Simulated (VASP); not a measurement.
# Os (C2/m) in VASP: a series of runs

The runs below take Os through electric field gradients, with r2SCAN.

All numbers are computed with VASP 6.6.1; they aren't measurements. Logs are shortened: lines on timing, memory, paths and dates and some standing lists are left out, and cuts for length are marked.

### Step 1. The cell of the first run

It takes space group C2/m (No. 12, monoclinic). The conventional cell has a = 4.736 Å, b = 2.734 Å, c = 4.320 Å, α = 90.00°, β = 90.00°, γ = 90.00°. Within 3.1 Å of Os (site symmetry m) lie 12 Os at 2.35 to 2.95 Å.

### Step 2. Electric field gradients, r2SCAN (shortest bond scaled by 0.88)

POSCAR reads:

```
Os
1.0
    2.7341000000      0.0000000000      0.0000000000
   -1.3670500000      2.3678000565      0.0000000000
    0.0000000000      0.0000000000      4.3197000000
Os
2
Direct
    0.2933333333      0.6466666667      0.2200000000
    0.7066666667      0.3533333333      0.7800000000
```

INCAR.step1 reads:

```
SYSTEM = Os
PREC = Accurate
ENCUT = 520
ISMEAR = -1
SIGMA = 0.05
LREAL = .False.
LASPH = .True.
NELM = 100
NBANDS = 15
GGA = PE
ALGO = Normal
EDIFF = 1E-4
LWAVE = .True.
LCHARG = .False.
```

INCAR.step2 reads:

```
SYSTEM = Os
PREC = Accurate
ENCUT = 520
EDIFF = 1E-8
ISMEAR = -1
SIGMA = 0.05
LREAL = .False.
LASPH = .True.
NELM = 100
ALGO = Normal
ISIF = 2
LWAVE = .False.
LCHARG = .False.
METAGGA = R2SCAN
LMIXTAU = .True.
LEFG = .True.
NBANDS = 15
ISTART = 1
```

KPOINTS reads:

```
regular mesh
0
Gamma
  13 13 7
  0 0 0
```

Potentials or basis: VASP PAW PBE potentials, release 64 (Os).

Started as:

```
$ cat potpaw_PBE.64/Os/POTCAR > POTCAR
$ cp INCAR.step1 INCAR
$ mpirun -np 1 vasp_std > vasp.out
$ cp INCAR.step2 INCAR
$ mpirun -np 1 vasp_std > vasp.out
```

OUTCAR:

```text
SYSTEM = Os
   PREC = Accurate
   ENCUT = 520
   EDIFF = 1E-8
   ISMEAR = -1
   LREAL = .False.
   LASPH = .True.
   NELM = 100
   ISIF = 2
   METAGGA = R2SCAN
   ISTART = 1

 ion  position               nearest neighbor table
   1  0.293  0.647  0.220-   2 2.35   2 2.54   2 2.54   2 2.79   2 2.95   2 2.95
   2  0.707  0.353  0.780-   1 2.35   1 2.54   1 2.54   1 2.79   1 2.95   1 2.95

  LATTYP: Found a hexagonal cell.
 ALAT       =     2.7341000000
 C/A-ratio  =     1.5799348963

  Lattice vectors:

 A1 = (   2.7341000000,   0.0000000000,   0.0000000000)
 A2 = (  -1.3670500000,   2.3678000565,   0.0000000000)
 A3 = (   0.0000000000,   0.0000000000,   4.3197000000)

Analysis of symmetry for initial positions (statically):
=====================================================================
 Subroutine PRICEL returns:
 Original cell was already a primitive cell.

 Routine SETGRP: Setting up the symmetry group for a
 hexagonal supercell.

 Subroutine GETGRP returns: Found  4 space group operations
 (whereof  4 operations were pure point group operations)
 out of a pool of 24 trial point group operations.

The static configuration has the point symmetry C_2h.

Analysis of symmetry for dynamics (positions and initial velocities):
=====================================================================
 Subroutine PRICEL returns:
 Original cell was already a primitive cell.

 Routine SETGRP: Setting up the symmetry group for a
 hexagonal supercell.

 Subroutine GETGRP returns: Found  4 space group operations
 (whereof  4 operations were pure point group operations)
 out of a pool of 24 trial point group operations.

The dynamic configuration has the point symmetry C_2h.

 Subroutine INISYM returns: Found  4 space group operations
 (whereof  4 operations are pure point group operations),
 and found     1 'primitive' translations

----------------------------------------------------------------------------------------

                                     Primitive cell

  volume of cell :      27.9649

  direct lattice vectors                    reciprocal lattice vectors
     2.734100000  0.000000000  0.000000000     0.365751070  0.211166479  0.000000000
    -1.367050000  2.367800057  0.000000000     0.000000000  0.422332957  0.000000000
     0.000000000  0.000000000  4.319700000     0.000000000  0.000000000  0.231497558

  length of vectors
     2.734100000  2.734100000  4.319700000     0.422332957  0.422332957  0.231497558

  position of ions in fractional coordinates (direct lattice)
     0.293333333  0.646666667  0.220000000
     0.706666667  0.353333333  0.780000000

  ion indices of the primitive-cell ions
   primitive index   ion index
                 1           1
                 2           2

----------------------------------------------------------------------------------------

 KPOINTS: regular mesh

Automatic generation of k-mesh.
 Grid dimensions read from file:
 generate k-points for:   13   13    7

 Generating k-lattice:

  Cartesian coordinates                     Fractional coordinates (reciprocal lattice)
     0.028134698  0.016243575  0.000000000     0.076923077 -0.000000000  0.000000000
     0.000000000  0.032487151  0.000000000     0.000000000  0.076923077  0.000000000
     0.000000000  0.000000000  0.033071080     0.000000000  0.000000000  0.142857143

  Length of vectors
     0.032487151  0.032487151  0.033071080

  Shift w.r.t. Gamma in fractional coordinates (k-lattice)
     0.000000000  0.000000000  0.000000000

 Subroutine IBZKPT returns following result:
 ===========================================

 Found    322 irreducible k-points:

 Following reciprocal coordinates:
            Coordinates               Weight
  0.000000  0.000000  0.000000      1.000000
  0.076923  0.000000  0.000000      2.000000
  0.000000  0.076923  0.000000      4.000000
  0.153846  0.000000  0.000000      2.000000
  0.000000  0.153846  0.000000      4.000000
  0.230769  0.000000  0.000000      2.000000
[... 16 lines left out ...]
 -0.076923  0.384615  0.000000      4.000000
 -0.384615  0.307692  0.000000      4.000000
 [... further k-points ...]
   k-points           NKPTS =    322   k-points in BZ     NKDIM =    322   number of bands    NBANDS=     15
   number of dos      NEDOS =    301   number of ions     NIONS =      2
   total plane-waves  NPLWV =  12800
   dimension x,y,z NGX =    20 NGY =   20 NGZ =   32
   dimension x,y,z NGXF=    40 NGYF=   40 NGZF=   64
   ions per type =               2
   NGX,Y,Z   is equivalent  to a cutoff of  12.16, 12.16, 12.32 a.u.
   NGXF,Y,Z  is equivalent  to a cutoff of  24.32, 24.32, 24.63 a.u.
 SYSTEM =  Os
   PREC   = accura    normal or accurate (medium, high low for compatibility)
   ISTART =      1    job   : 0-new  1-cont  2-samecut
   ICHARG =      0    charge: 1-file 2-atom 10-const
   ISPIN  =      1    spin polarized calculation?
   LNONCOLLINEAR =      F non collinear calculations
   LSORBIT =      F    spin-orbit coupling
   LASPH  =      T    aspherical Exc in radial PAW
   ENCUT  =  520.0 eV  38.22 Ry    6.18 a.u.   5.08  5.08  8.03*2*pi/ulx,y,z
   NELM   =    100;   NELMIN=  2; NELMDL=  0     # of ELM steps
   EDIFF  = 0.1E-07   stopping-criterion for ELM
   LREAL  =      F    real-space projection
   EDIFFG = 0.1E-06   stopping-criterion for IOM
   NSW    =      0    number of steps for IOM
   IBRION =     -1    ionic relax: 0-MD 1-quasi-New 2-CG
   NFREE  =      0    steps in history (QN), initial steepest desc. (CG)
   ISIF   =      2    stress and relaxation
   ISYM   =      2    0-nonsym 1-usesym 2-fastsym
   POTIM  = 0.5000    time-step for ionic-motion
   TEBEG  =    0.0;   TEEND  =   0.0 temperature during run
   PSTRESS=    0.0 pullay stress
   NELECT =      16.0000    total number of electrons
   NUPDOWN=      -1.0000    fix difference up-down
   EMIN   =  10.00;   EMAX   =-10.00  energy-range for DOS
   EFERMI =   0.00;   METHOD = LEGACY
   ISMEAR =    -1;   SIGMA  =   0.05  broadening in eV -4-tet -1-fermi 0-gaus
   EFERMI_NEDOS =   21; number of points for ismear=-14 and -15
   IALGO  =     38    algorithm
   IMIX   =      4    mixing-type and parameters
     AMIX     =   0.40;   BMIX     =  1.00
     AMIX_MAG =   1.60;   BMIX_MAG =  1.00
  volume/ion in A,a.u.               =      13.98        94.36
  Fermi-wavevector in a.u.,A,eV,Ry     =   1.359076  2.568282 25.131161  1.847088
  Thomas-Fermi vector in A             =   2.485855
   LORBIT       =      0    0 simple, 1 ext, 2 COOP (PROOUT), +10 PAW based schemes
   METAGGA = R2SCAN    functional components
   LHFCALC =     F    Hartree Fock is set to
   AEXX    =    0.0000 exact exchange contribution
   IVDW    =     0    specifies the selected vdW correction
   LEPSILON=     F    determine dielectric tensor
   LRPA    =     F    only Hartree local field effects (RPA)
 non-spin polarized calculation
  energy-cutoff  :      520.00
  volume of cell :       27.96
 maximum number of plane-waves:       766
   NGX = 11   NGY = 11   NGZ = 17

 number of electron      16.0000000 magnetization

 Free energy of the ion-electron system (eV)
  ---------------------------------------------------
  ext. energy  EPLUGINS =         0.00000000
  ---------------------------------------------------
  free energy    TOTEN  =      -105.21149544 eV

  energy without entropy =     -105.20067788  energy(sigma->0) =     -105.20608666

 E-fermi :   9.4480     XC(G=0): -15.3266

 val. band max:        9.4420664059   @ k =   0.0000   0.1538   0.2857
 cond. band min:       9.4489385000   @ k =   0.4615   0.3077   0.2857
 fundamental gap:      0.0068720941
 Fermi energy:         9.4479914179

 k-point     1 :       0.0000    0.0000    0.0000
  band No.  band energies     occupation
      1      -2.1282      2.00000
      2       0.9069      2.00000
      3       5.5293      2.00000
      4       5.7216      2.00000
      5       5.8641      2.00000
      6       6.1293      2.00000
      7       6.7914      2.00000
      8       7.9612      2.00000
      9       8.8870      1.99997
     10       9.9162      0.00017
     11      10.5199      0.00000
     12      12.0778      0.00000
     13      17.8368      0.00000
     14      23.8428      0.00000
     15      27.2593      0.00000

 k-point     2 :       0.0769    0.0000    0.0000
  band No.  band energies     occupation
      1      -1.8725      2.00000
      2       1.1453      2.00000
      3       5.1472      2.00000
      4       5.6562      2.00000
      5       6.0486      2.00000
      6       6.2759      2.00000
      7       6.9320      2.00000
      8       7.8403      2.00000
      9       8.6719      2.00000
     10       8.9628      1.99988
     11      10.7888      0.00000
     12      13.2748      0.00000
     13      17.9470      0.00000
     14      24.2821      0.00000
     15      27.6978      0.00000

 k-point     3 :       0.0000    0.0769    0.0000
  band No.  band energies     occupation
      1      -1.8761      2.00000
      2       1.1151      2.00000
      3       5.1800      2.00000
      4       5.8469      2.00000
      5       5.9587      2.00000
      6       6.0915      2.00000
      7       6.9707      2.00000
      8       7.8583      2.00000
      9       8.4672      2.00000
     10       8.9678      1.99987
     11      11.4912      0.00000
     12      12.7831      0.00000
     13      17.9238      0.00000
     14      24.3765      0.00000
     15      27.5481      0.00000
[... 343 lines left out ...]
 k-point    23 :      -0.0769    0.3846    0.0000
  band No.  band energies     occupation
      1       1.3612      2.00000
      2       2.0134      2.00000
      3       2.9137      2.00000
      4       4.9420      2.00000
      5       5.6268      2.00000
      6       6.4491      2.00000
      7       7.4180      2.00000
      8       9.6392      0.04273
      9      10.2055      0.00000
     10      11.0802      0.00000
     11      12.3665      0.00000
     12      17.9725      0.00000
     13      19.7226      0.00000
     14      20.2595      0.00000
     15      23.4939      0.00000

 k-point    24 :      -0.3846    0.3077    0.0000
  band No.  band energies     occupation
      1       1.3679      2.00000
      2       2.0146      2.00000
      3       3.0114      2.00000
      4       5.0762      2.00000
      5       5.3744      2.00000
      6       6.5848      2.00000
      7       7.8151      2.00000
      8       9.5370      0.28843
      9       9.7577      0.00407
     10      11.2541      0.00000
     11      11.9312      0.00000
     12      18.0318      0.00000
     13      19.8687      0.00000
     14      20.2647      0.00000
     15      23.5343      0.00000

 [... further k-points ...]

------------------------ aborting loop because EDIFF is reached ----------------------------------------

  FORCE on cell =-STRESS in cart. coord.  units (eV):
  Direction    XX          YY          ZZ          XY          YZ          ZX
  --------------------------------------------------------------------------------------
  -------------------------------------------------------------------------------------
  Total        2.7846598      1.4942005      7.1865247      1.1175705      1.0519539      1.8220346
  in kB      159.5400472     85.6064421    411.7337798     64.0283802     60.2690390    104.3888692
  external PRESSURE =     218.9600897 kB  Pullay stress =       0.0000000 kB

 VOLUME and BASIS-vectors are now :
 -----------------------------------------------------------------------------
  energy-cutoff  :      520.00
  volume of cell :       27.96
      direct lattice vectors                 reciprocal lattice vectors
     2.734100000  0.000000000  0.000000000     0.365751070  0.211166479  0.000000000
    -1.367050000  2.367800057  0.000000000     0.000000000  0.422332957  0.000000000
     0.000000000  0.000000000  4.319700000     0.000000000  0.000000000  0.231497558

 POSITION                                       TOTAL-FORCE (eV/Angst)
 -----------------------------------------------------------------------------------
     -0.08202      1.53118      0.95033         1.591455      0.918827      5.344352
      1.44907      0.83662      3.36937        -1.591455     -0.918827     -5.344352
 -----------------------------------------------------------------------------------
    total drift:                                0.000000     -0.000000     -0.000000

  FREE ENERGIE OF THE ION-ELECTRON SYSTEM (eV)
  ---------------------------------------------------
  free  energy   TOTEN  =      -105.2114954421 eV

  energy  without entropy=     -105.2006778757  energy(sigma->0) =     -105.20608666

 Electric field gradients (V/A^2)
---------------------------------------------------------------------
 ion       V_xx      V_yy      V_zz      V_xy      V_xz      V_yz
---------------------------------------------------------------------
   1       5.099    68.987   -74.086   -55.329    12.055     6.960
   2       5.099    68.987   -74.086   -55.329    12.055     6.960
---------------------------------------------------------------------

 Electric field gradients after diagonalization (V/A^2)
 (convention: |V_zz| > |V_xx| > |V_yy|)
----------------------------------------------------------------------
 ion       V_xx      V_yy      V_zz     asymmetry (V_yy - V_xx)/ V_zz
----------------------------------------------------------------------
   1     -77.882   -23.049   100.931       0.543
   2     -77.882   -23.049   100.931       0.543
----------------------------------------------------------------------

           NMR quadrupolar parameters

 Cq : quadrupolar parameter    Cq=e*Q*V_zz/h
 eta: asymmetry parameters     (V_yy - V_xx)/ V_zz
 Q  : nuclear electric quadrupole moment in mb (millibarn)
----------------------------------------------------------------------
 ion       Cq(MHz)       eta       Q (mb)
----------------------------------------------------------------------
   1       0.244       0.543       1.000
   2       0.244       0.543       1.000
----------------------------------------------------------------------
```

Wall time 2.9 min (1 thread of Intel Xeon 6975P-C (Granite Rapids), shared host); peak memory 0.23 GiB.

What came out:

```yaml
Free_energy: -105.2115 eV
Pressure: 21.9 GPa
Largest_force: 5.651 eV/Å
Band_gap_on_the_k_mesh: zero (bands 8 and 9 overlap by 3.45 eV)
Largest_electric_field_gradient_by_atom: Os +100.9 V/Å²
```

Forces in eV/Å, atoms in the order of the input:
```
Os   1.591  0.919  5.344
Os  -1.591 -0.919 -5.344
```

Levels at points of the mesh, in eV from the Fermi level:
```
           k point  band 4  band 5  band 6  band 7  band 8  band 9  band 10  band 11  band 12  band 13
(0.00, 0.00, 0.00)   -3.73   -3.58   -3.32   -2.66   -1.49   -0.56     0.47     1.07     2.63     8.39
```

Electric field gradients, principal values (V/Å²):
```
atom    least   middle  greatest (by size)
1 Os  -23.049  -77.882             100.931
2 Os  -23.049  -77.882             100.931
```

Caveat: the cell differs from its parent crystal (shortest bond scaled by 0.88); the stress differs along the axes, from 9 to 41 GPa; without QUAD_EFG the Cq values of the log hold for a quadrupole moment of 1 mb, not for the nuclei; the PAW data sets were made with another functional, which shifts forces and pressure a little; spin-orbit coupling is left out, which moves the levels of the heavy elements.

(Continued in part 2 of 3.)
